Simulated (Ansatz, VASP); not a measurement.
## Au in VASP and in Ansatz

```
Au
1.0
     0.00000    2.05681    2.05681
     2.05681    0.00000    2.05681
     2.05681    2.05681    0.00000
Au
1
Direct
  0.00000 0.00000 0.00000
```

Alike in both runs: task single point; functional LDA; k mesh 12 × 12 × 12; occupations fermi-dirac, width 0.06 eV; no spin polarisation.

|  | VASP | Ansatz |
| --- | --- | --- |
| version | VASP 6.6.1 | Ansatz 0.2 development build |
| potentials or method | VASP PAW LDA potentials, release 64 (Au), cutoff 520 eV | all-electron full-potential LAPW, scalar-relativistic |

```csv
,VASP,Ansatz,Ansatz less VASP
pressure (GPa),-7.7,-8.2,-0.45
```

LDA's correlation is that of Perdew and Zunger in VASP and of Perdew and Wang (1992) in Ansatz. Ansatz ran all-electron here, and VASP with PAW potentials.

Spin-orbit coupling is off throughout.
